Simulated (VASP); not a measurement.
# B (Pm-3m) in VASP: further runs

Aim: see how the results for B move with the level of theory and the settings. Levels: PBEsol-based global hybrid with 25 % exact exchange, B3LYP. Tasks: relaxation of cell and atoms.

Everything below comes from runs of VASP 6.6.1. Logs are shortened: lines on timing, memory, paths and dates and some standing lists are left out, and cuts for length are marked.

## 1. The cell of the first run

Symmetry: Pm-3m, No. 221, cubic system. The conventional cell has a = 1.885 Å, b = 1.885 Å, c = 1.885 Å, α = 90.00°, β = 90.00°, γ = 90.00°. B (site symmetry m-3m) has 6 B at 1.89 Å within 2.5 Å.

This isn't the form of B at room conditions, which is rhombohedral.

## 2. Relaxation of cell and atoms, PBEsol-based global hybrid with 25 % exact exchange

POSCAR

```
B
1.0
    1.8852400000      0.0000000000      0.0000000000
    0.0000000000      1.8852400000      0.0000000000
    0.0000000000      0.0000000000      1.8852400000
B
1
Direct
    0.5000000000      0.5000000000      0.5000000000
```

INCAR.step1

```
PREC = Accurate
ENCUT = 600
EDIFF = 1E-5
ISMEAR = -1
SIGMA = 0.05
LREAL = False
LASPH = True
NELM = 80
ALGO = Normal
LWAVE = True
LCHARG = False
GGA = PE
NBANDS = 8
```

INCAR.step2

```
PREC = Accurate
ENCUT = 600
EDIFF = 1E-6
ISMEAR = -1
SIGMA = 0.05
LREAL = False
LASPH = True
NELM = 80
ALGO = Normal
ISIF = 3
LWAVE = False
LCHARG = False
GGA = PS
LHFCALC = True
AEXX = 0.25
PRECFOCK = Normal
IBRION = 2
NSW = 60
EDIFFG = -0.01
ISTART = 1
```

KPOINTS

```
regular mesh
0
Gamma
  7 7 7
```

Potentials or basis: VASP PAW PBE potentials, release 64 (B).

Started as:

```sh
cat potpaw_PBE.64/B/POTCAR > POTCAR
cp INCAR.step1 INCAR
mpirun -np 1 vasp_std > vasp.out
cp INCAR.step2 INCAR
mpirun -np 1 vasp_std > vasp.out
```

OUTCAR:

```text
PREC = Accurate
   ENCUT = 600
   EDIFF = 1E-6
   ISMEAR = -1
   LREAL = False
   LASPH = True
   NELM = 80
   ISIF = 3
   GGA = PS
   LHFCALC = True
   AEXX = 0.25
   PRECFOCK = Normal
   IBRION = 2
   NSW = 60
   EDIFFG = -0.01
   ISTART = 1

 ion  position               nearest neighbor table
   1  0.500  0.500  0.500-

  LATTYP: Found a simple cubic cell.
 ALAT       =     1.8852400000

  Lattice vectors:

 A1 = (   1.8852400000,   0.0000000000,   0.0000000000)
 A2 = (   0.0000000000,   1.8852400000,   0.0000000000)
 A3 = (   0.0000000000,   0.0000000000,   1.8852400000)

Analysis of symmetry for initial positions (statically):
=====================================================================
 Subroutine PRICEL returns:
 Original cell was already a primitive cell.

 Routine SETGRP: Setting up the symmetry group for a
 simple cubic supercell.

 Subroutine GETGRP returns: Found 48 space group operations
 (whereof 48 operations were pure point group operations)
 out of a pool of 48 trial point group operations.

The static configuration has the point symmetry O_h .

Analysis of symmetry for dynamics (positions and initial velocities):
=====================================================================
 Subroutine PRICEL returns:
 Original cell was already a primitive cell.

 Routine SETGRP: Setting up the symmetry group for a
 simple cubic supercell.

 Subroutine GETGRP returns: Found 48 space group operations
 (whereof 48 operations were pure point group operations)
 out of a pool of 48 trial point group operations.

The dynamic configuration has the point symmetry O_h .

 Subroutine INISYM returns: Found 48 space group operations
 (whereof 48 operations are pure point group operations),
 and found     1 'primitive' translations

----------------------------------------------------------------------------------------

                                     Primitive cell

  volume of cell :       6.7004

  direct lattice vectors                    reciprocal lattice vectors
     1.885240000  0.000000000  0.000000000     0.530436443  0.000000000  0.000000000
     0.000000000  1.885240000  0.000000000     0.000000000  0.530436443  0.000000000
     0.000000000  0.000000000  1.885240000     0.000000000  0.000000000  0.530436443

  length of vectors
     1.885240000  1.885240000  1.885240000     0.530436443  0.530436443  0.530436443

  position of ions in fractional coordinates (direct lattice)
     0.500000000  0.500000000  0.500000000

  ion indices of the primitive-cell ions
   primitive index   ion index
                 1           1

----------------------------------------------------------------------------------------

 KPOINTS: regular mesh

Automatic generation of k-mesh.
 Grid dimensions read from file:
 generate k-points for:    7    7    7

 Generating k-lattice:

  Cartesian coordinates                     Fractional coordinates (reciprocal lattice)
     0.075776635  0.000000000  0.000000000     0.142857143  0.000000000  0.000000000
     0.000000000  0.075776635  0.000000000     0.000000000  0.142857143  0.000000000
     0.000000000  0.000000000  0.075776635     0.000000000  0.000000000  0.142857143

  Length of vectors
     0.075776635  0.075776635  0.075776635

  Shift w.r.t. Gamma in fractional coordinates (k-lattice)
     0.000000000  0.000000000  0.000000000

 Subroutine IBZKPT returns following result:
 ===========================================

 Found     20 irreducible k-points:

 Following reciprocal coordinates:
            Coordinates               Weight
  0.000000  0.000000  0.000000      1.000000
  0.142857  0.000000  0.000000      6.000000
  0.285714  0.000000  0.000000      6.000000
  0.428571  0.000000  0.000000      6.000000
  0.142857  0.142857  0.000000     12.000000
  0.285714  0.142857  0.000000     24.000000
[... 12 lines left out ...]
  0.428571  0.428571  0.285714     24.000000
  0.428571  0.428571  0.428571      8.000000
   k-points           NKPTS =     20   k-points in BZ     NKDIM =    343   number of bands    NBANDS=      5
   number of dos      NEDOS =    301   number of ions     NIONS =      1
   total plane-waves  NPLWV =   4096
   dimension x,y,z NGX =    16 NGY =   16 NGZ =   16
   dimension x,y,z NGXF=    32 NGYF=   32 NGZF=   32
   ions per type =               1
   NGX,Y,Z   is equivalent  to a cutoff of  14.11, 14.11, 14.11 a.u.
   NGXF,Y,Z  is equivalent  to a cutoff of  28.22, 28.22, 28.22 a.u.
 SYSTEM =  unknown system
   PREC   = accura    normal or accurate (medium, high low for compatibility)
   ISTART =      1    job   : 0-new  1-cont  2-samecut
   ICHARG =      0    charge: 1-file 2-atom 10-const
   ISPIN  =      1    spin polarized calculation?
   LNONCOLLINEAR =      F non collinear calculations
   LSORBIT =      F    spin-orbit coupling
   LASPH  =      T    aspherical Exc in radial PAW
   ENCUT  =  600.0 eV  44.10 Ry    6.64 a.u.   3.77  3.77  3.77*2*pi/ulx,y,z
   NELM   =     80;   NELMIN=  2; NELMDL=  0     # of ELM steps
   EDIFF  = 0.1E-05   stopping-criterion for ELM
   LREAL  =      F    real-space projection
   EDIFFG = -.1E-01   stopping-criterion for IOM
   NSW    =     60    number of steps for IOM
   IBRION =      2    ionic relax: 0-MD 1-quasi-New 2-CG
   NFREE  =      1    steps in history (QN), initial steepest desc. (CG)
   ISIF   =      3    stress and relaxation
   ISYM   =      3    0-nonsym 1-usesym 2-fastsym
   POTIM  = 0.5000    time-step for ionic-motion
   TEBEG  =    0.0;   TEEND  =   0.0 temperature during run
   PSTRESS=    0.0 pullay stress
   NELECT =       3.0000    total number of electrons
   NUPDOWN=      -1.0000    fix difference up-down
   EMIN   =  10.00;   EMAX   =-10.00  energy-range for DOS
   EFERMI =   0.00;   METHOD = LEGACY
   ISMEAR =    -1;   SIGMA  =   0.05  broadening in eV -4-tet -1-fermi 0-gaus
   EFERMI_NEDOS =   21; number of points for ismear=-14 and -15
   IALGO  =     38    algorithm
   IMIX   =      1    mixing-type and parameters
     AMIX     =   0.40;   BMIX     =  1.00
     AMIX_MAG =   1.60;   BMIX_MAG =  1.00
  volume/ion in A,a.u.               =       6.70        45.22
  Fermi-wavevector in a.u.,A,eV,Ry     =   1.252416  2.366723 21.341361  1.568546
  Thomas-Fermi vector in A             =   2.386317
   LORBIT       =      0    0 simple, 1 ext, 2 COOP (PROOUT), +10 PAW based schemes
   GGA     = PS    functional components
   LHFCALC =     T    Hartree Fock is set to
   PRECFOCK=normal    Normal, Fast or Accurate (Low or Medium for compatibility)
   ENCUT4O =  -1.0   cutoff for four orbital integrals eV
   NKREDX  =     1    reduce k-point grid by
   NKREDY  =     1    reduce k-point grid by
   NKREDZ  =     1    reduce k-point grid by
   AEXX    =    0.2500 exact exchange contribution
   HFSCREEN=    0.0000 screening length (either q_TF or 0.3 A-1)
   HFSCREENC=   0.0000 screening length for correlation (either q_TF or 0.3 A-1)
   ENCUTFOCK=  -1.0 apply spherical cutoff to Coloumb kernel
   IVDW    =     0    specifies the selected vdW correction
   LEPSILON=     F    determine dielectric tensor
   LRPA    =     F    only Hartree local field effects (RPA)
 conjugate gradient relaxation of ions
 non-spin polarized calculation
  energy-cutoff  :      600.00
  volume of cell :        6.70
 maximum number of plane-waves:       251
 NGX is ok and might be reduce to    16
  NGX = 12; NGY = 12; NGZ = 12

--------------------------------------- Ionic step        1  -------------------------------------------

 number of electron       3.0000000 magnetization

 Free energy of the ion-electron system (eV)
  ---------------------------------------------------
  ext. energy  EPLUGINS =         0.00000000
  ---------------------------------------------------
  free energy    TOTEN  =        -6.85388888 eV

  energy without entropy =       -6.84980198  energy(sigma->0) =       -6.85184543

------------------------ aborting loop because EDIFF is reached ----------------------------------------

  FORCE on cell =-STRESS in cart. coord.  units (eV):
  Direction    XX          YY          ZZ          XY          YZ          ZX
  --------------------------------------------------------------------------------------
  -------------------------------------------------------------------------------------
  Total       -0.2833826     -0.2833826     -0.2833826      0.0000000      0.0000000     -0.0000000
  in kB      -67.7616387    -67.7616387    -67.7616387      0.0000000      0.0000000     -0.0000000
  external PRESSURE =     -67.7616387 kB  Pullay stress =       0.0000000 kB

 VOLUME and BASIS-vectors are now :
 -----------------------------------------------------------------------------
  energy-cutoff  :      600.00
  volume of cell :        6.70
      direct lattice vectors                 reciprocal lattice vectors
     1.885240000  0.000000000  0.000000000     0.530436443  0.000000000  0.000000000
     0.000000000  1.885240000  0.000000000     0.000000000  0.530436443  0.000000000
     0.000000000  0.000000000  1.885240000     0.000000000  0.000000000  0.530436443
[... 36 lines left out ...]
 POSITION                                       TOTAL-FORCE (eV/Angst)
 -----------------------------------------------------------------------------------
      0.92973      0.92973      0.92973         0.000000      0.000000      0.000000
 -----------------------------------------------------------------------------------
    total drift:                                0.000000      0.000000      0.000000

  FREE ENERGIE OF THE ION-ELECTRON SYSTEM (eV)
  ---------------------------------------------------
  free  energy   TOTEN  =        -6.8568642173 eV

  energy  without entropy=       -6.8527773186  energy(sigma->0) =       -6.85482077

--------------------------------------- Ionic step        3  -------------------------------------------

 number of electron       3.0000000 magnetization

 Free energy of the ion-electron system (eV)
  ---------------------------------------------------
  ext. energy  EPLUGINS =         0.00000000
  ---------------------------------------------------
  free energy    TOTEN  =        -6.85782774 eV

  energy without entropy =       -6.85374085  energy(sigma->0) =       -6.85578429

 E-fermi :   6.9676     XC(G=0):  -9.8212

 val. band max:        6.9180450936   @ k =   0.4286   0.2857   0.2857
 cond. band min:       8.8286223854   @ k =   0.4286   0.4286   0.2857
 fundamental gap:      1.9105772918
 Fermi energy:         6.9675650289

 k-point     1 :       0.0000    0.0000    0.0000
  band No.  band energies     occupation
      1     -11.3942      2.00000
      2      23.0790      0.00000
      3      23.0790      0.00000
      4      23.0790      0.00000
      5      33.3637      0.00000

 k-point     2 :       0.1429    0.0000    0.0000
  band No.  band energies     occupation
      1     -10.6175      2.00000
      2      17.4521      0.00000
      3      23.6912      0.00000
      4      23.6912      0.00000
      5      34.2121      0.00000

 k-point     3 :       0.2857    0.0000    0.0000
  band No.  band energies     occupation
      1      -8.2888      2.00000
      2       9.4870      0.00000
      3      25.3070      0.00000
      4      25.3070      0.00000
      5      36.6808      0.00000
[... 156 lines left out ...]
 POSITION                                       TOTAL-FORCE (eV/Angst)
 -----------------------------------------------------------------------------------
      0.93396      0.93396      0.93396         0.000000      0.000000      0.000000
 -----------------------------------------------------------------------------------
    total drift:                                0.000000      0.000000      0.000000

  FREE ENERGIE OF THE ION-ELECTRON SYSTEM (eV)
  ---------------------------------------------------
  free  energy   TOTEN  =        -6.8578277440 eV

  energy  without entropy=       -6.8537408454  energy(sigma->0) =       -6.85578429

 reached required accuracy - stopping structural energy minimisation
```

Run time: 71 s. Hardware: 1 thread of Intel Xeon 8259CL, shared host; peak memory 0.11 GiB.

Results:

```yaml
Free_energy: -6.8578 eV
Relaxed_volume: 6.52 Å³/atom
Relaxed_cell: a = 1.868 Å, b = 1.868 Å, c = 1.868 Å, α = 90.00°, β = 90.00°, γ = 90.00°
Space_group_after_relaxing_to_0.1_Å: Pm-3m (No. 221)
Energy_gained_by_relaxing: 3.9 meV/atom
Ionic_steps: 3
Pressure_after_relaxing: 0.0 GPa
Band_gap_on_the_k_mesh: zero (an odd number of electrons rules out a gap without spin polarisation)
```

Step by step:
| step | energy change (eV) | largest force (eV/Å) | pressure (GPa) | volume (Å³) |
| --- | --- | --- | --- | --- |
| 1 | 0.0000 | 0.0000 | -6.78 | 6.70 |
| 2 | -0.0030 | 0.0000 | 3.53 | 6.43 |
| 3 | -0.0039 | 0.0000 | 0.01 | 6.52 |

Final structure:
```yaml
crystal:
  lattice:
    - [1.86792, 0.00000, 0.00000]
    - [0.00000, 1.86792, 0.00000]
    - [0.00000, 0.00000, 1.86792]
  atoms:
    - { symbol: B, position: [0.50000, 0.50000, 0.50000] }
```

Caveat: the k points lie up to 0.48 Å⁻¹ apart in the final cell, too coarse for converged energies and pressures of a metal; the PAW data sets were made with another functional, which shifts forces and pressure a little.

## 3. Relaxation of cell and atoms, B3LYP

POSCAR is that of step 2.

INCAR.step1

```
ALGO     = Normal         # electronic algorithm
EDIFF    = 1E-5           # SCF threshold, eV
ENCUT    = 600            # plane-wave cutoff, eV
GGA      = PE             # functional
ISMEAR   = -1             # smearing method
LASPH    = T              # aspherical terms in the spheres
LCHARG   = F              # write CHGCAR
LREAL    = F              # projectors in reciprocal space
LWAVE    = T              # write WAVECAR
NBANDS   = 8              # bands
NELM     = 80             # most SCF steps
PREC     = Accurate       # precision mode
SIGMA    = 0.05           # smearing width, eV
```

INCAR.step2

```
AEXX     = 0.2            # exact-exchange fraction
AGGAC    = 0.81         
AGGAX    = 0.72         
ALDAC    = 0.19         
ALGO     = Normal         # electronic algorithm
EDIFF    = 1E-6           # SCF threshold, eV
EDIFFG   = -0.01          # ionic threshold
ENCUT    = 600            # plane-wave cutoff, eV
GGA      = B3             # functional
IBRION   = 2              # ionic algorithm
ISIF     = 3              # what is computed and relaxed
ISMEAR   = -1             # smearing method
ISTART   = 1            
LASPH    = T              # aspherical terms in the spheres
LCHARG   = F              # write CHGCAR
LHFCALC  = T              # exact exchange
LREAL    = F              # projectors in reciprocal space
LWAVE    = F              # write WAVECAR
NELM     = 80             # most SCF steps
NSW      = 60             # ionic steps
PREC     = Accurate       # precision mode
PRECFOCK = Normal       
SIGMA    = 0.05           # smearing width, eV
```

KPOINTS

```
k-points
0
Gamma
  7 7 7
```

Potentials or basis: VASP PAW PBE potentials, release 64 (B).

Started as:

```sh
cat potpaw_PBE.64/B/POTCAR > POTCAR
cp INCAR.step1 INCAR
mpirun -np 1 vasp_std > vasp.out
cp INCAR.step2 INCAR
mpirun -np 1 vasp_std > vasp.out
```

OUTCAR:

```text
AEXX = 0.2
   EDIFF = 1E-6
   EDIFFG = -0.01
   ENCUT = 600
   GGA = B3
   IBRION = 2
   ISIF = 3
   ISMEAR = -1
   ISTART = 1
   LASPH = T
   LHFCALC = T
   LREAL = F
   NELM = 80
   NSW = 60
   PREC = Accurate
   PRECFOCK = Normal

 ion  position               nearest neighbor table
   1  0.500  0.500  0.500-

  LATTYP: Found a simple cubic cell.
 ALAT       =     1.8852400000

  Lattice vectors:

 A1 = (   1.8852400000,   0.0000000000,   0.0000000000)
 A2 = (   0.0000000000,   1.8852400000,   0.0000000000)
 A3 = (   0.0000000000,   0.0000000000,   1.8852400000)

Analysis of symmetry for initial positions (statically):
[... 179 lines left out ...]
  FORCE on cell =-STRESS in cart. coord.  units (eV):
  Direction    XX          YY          ZZ          XY          YZ          ZX
  --------------------------------------------------------------------------------------
  -------------------------------------------------------------------------------------
  Total        0.0505822      0.0505822      0.0505822     -0.0000000      0.0000000     -0.0000000
  in kB       12.0950795     12.0950795     12.0950795     -0.0000000      0.0000000     -0.0000000
  external PRESSURE =      12.0950795 kB  Pullay stress =       0.0000000 kB
[... 57 lines left out ...]
--------------------------------------- Ionic step        3  -------------------------------------------

 number of electron       3.0000000 magnetization

 Free energy of the ion-electron system (eV)
  ---------------------------------------------------
  ext. energy  EPLUGINS =         0.00000000
  ---------------------------------------------------
  free energy    TOTEN  =        -5.76604731 eV

  energy without entropy =       -5.76196042  energy(sigma->0) =       -5.76400387

 E-fermi :   6.8832     XC(G=0):  -9.7670

 val. band max:        6.8336431600   @ k =   0.4286   0.2857   0.2857
 cond. band min:       8.5289740498   @ k =   0.4286   0.4286   0.2857
 fundamental gap:      1.6953308898
 Fermi energy:         6.8831630953

 k-point     1 :       0.0000    0.0000    0.0000
  band No.  band energies     occupation
      1     -10.4671      2.00000
      2      22.0170      0.00000
      3      22.0170      0.00000
      4      22.0170      0.00000
      5      32.6148      0.00000
[... 178 lines left out ...]
  FREE ENERGIE OF THE ION-ELECTRON SYSTEM (eV)
  ---------------------------------------------------
  free  energy   TOTEN  =        -5.7660473144 eV

  energy  without entropy=       -5.7619604157  energy(sigma->0) =       -5.76400387

 reached required accuracy - stopping structural energy minimisation
```

OUTCAR.step1:

```text
EDIFF = 1E-5
   ENCUT = 600
   GGA = PE
   ISMEAR = -1
   LASPH = T
   LREAL = F
[... 427 lines left out ...]

 POSITION                                       TOTAL-FORCE (eV/Angst)
 -----------------------------------------------------------------------------------
      0.94262      0.94262      0.94262         0.000000      0.000000      0.000000
 -----------------------------------------------------------------------------------
    total drift:                                0.000000      0.000000      0.000000

  FREE ENERGIE OF THE ION-ELECTRON SYSTEM (eV)
  ---------------------------------------------------
  free  energy   TOTEN  =        -5.7116998584 eV

  energy  without entropy=       -5.7076129448  energy(sigma->0) =       -5.70965640
```

Run time: 90 s. Hardware: 1 thread of Intel Xeon 8259CL, shared host; peak memory 0.11 GiB.

What came out:

* Free energy: -5.7660 eV
* Relaxed volume: 6.73 Å³/atom
* Relaxed cell: a = 1.888 Å, b = 1.888 Å, c = 1.888 Å, α = 90.00°, β = 90.00°, γ = 90.00°
* Space group after relaxing (to 0.1 Å): Pm-3m (No. 221)
* Energy gained by relaxing: 0.1 meV/atom
* Ionic steps: 3
* Pressure after relaxing: 0.0 GPa
* Band gap on the k mesh: zero (an odd number of electrons rules out a gap without spin polarisation)

Step by step:
| step | energy change (eV) | largest force (eV/Å) | pressure (GPa) | volume (Å³) |
| --- | --- | --- | --- | --- |
| 1 | 0.0000 | 0.0000 | 1.21 | 6.70 |
| 2 | -0.0001 | 0.0000 | -0.49 | 6.75 |
| 3 | -0.0001 | 0.0000 | -0.01 | 6.73 |

Final structure:
```
CELL_PARAMETERS angstrom
1.88840 0.00000 0.00000
0.00000 1.88840 0.00000
0.00000 0.00000 1.88840
ATOMIC_POSITIONS crystal
B 0.50000 0.50000 0.50000
```

Caveat: the k points lie up to 0.48 Å⁻¹ apart in the final cell, too coarse for converged energies and pressures of a metal; the PAW data sets were made with another functional, which shifts forces and pressure a little.
